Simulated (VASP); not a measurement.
Here is a VASP 6.6.1 calculation.

The input INCAR:

```
  PREC = Accurate
  ENCUT = 520
  EDIFF = 1E-6
  ISMEAR = 0
  SIGMA = 0.15
  LREAL = False
  LASPH = True
  NELM = 100
  ALGO = Fast
  ISIF = 2
  LWAVE = False
  LCHARG = False
  GGA = PS
  NBANDS = 10
```

KPOINTS

```
Automatic mesh
0
Gamma
  18 18 10
```

File POSCAR:

```
Al
1.0
    3.0093000000      0.0000000000      0.0000000000
   -1.5046500000      2.6061302476      0.0000000000
    0.0000000000      0.0000000000      5.0094000000
Al
2
Direct
    0.6666666667      0.3333333333      0.7500000000
    0.3333333333      0.6666666667      0.2500000000
```

Potentials or basis: VASP PAW PBE potentials, release 64 (Al).

The run is started by

```bash
$ cat potpaw_PBE.64/Al/POTCAR > POTCAR
$ mpirun -np 1 vasp_std > vasp.out
```

Q: What does it give for the band gap on the k mesh?

A: Zero (bands 3 and 4 overlap by 6.63 eV).

Q: Estimate the pressure.

A: -9.5 GPa.

Caveat: the cell stands under tension; the PAW data sets were made with another functional, which shifts forces and pressure a little.
